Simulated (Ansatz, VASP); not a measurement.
Hf in VASP and in Ansatz

```xyz
2
Lattice="3.2048 0.0000 0.0000 -1.6024 2.7754 0.0000 0.0000 0.0000 5.0676" Properties=species:S:1:pos:R:3 pbc="T T T"
Hf    0.0000    1.8503    3.8007
Hf    1.6024    0.9251    1.2669
```

Alike in both runs: task single point; functional PBE; k mesh 12 × 12 × 7; occupations gaussian, width 0.1 eV; no spin polarisation.

```csv
,VASP,Ansatz
version,VASP 6.6.1,Ansatz 0.2.0
potentials or method,"VASP PAW PBE potentials, release 64 (Hf_pv), cutoff 520 eV","scalar-relativistic, plane waves, PAW"
valence electrons in the cell,20,52
```

```csv
,VASP,Ansatz,Ansatz less VASP
gap on the k mesh at the Fermi level (eV),none,none,-
pressure (GPa),-0.4,0.0,+0.44
```

A gap of «none» marks a metal or a gap that the smearing closes. VASP's potentials hold 20 valence electrons a cell and Ansatz's 52, so a difference there can come from the potentials and not from the codes.

Spin-orbit coupling is off throughout.
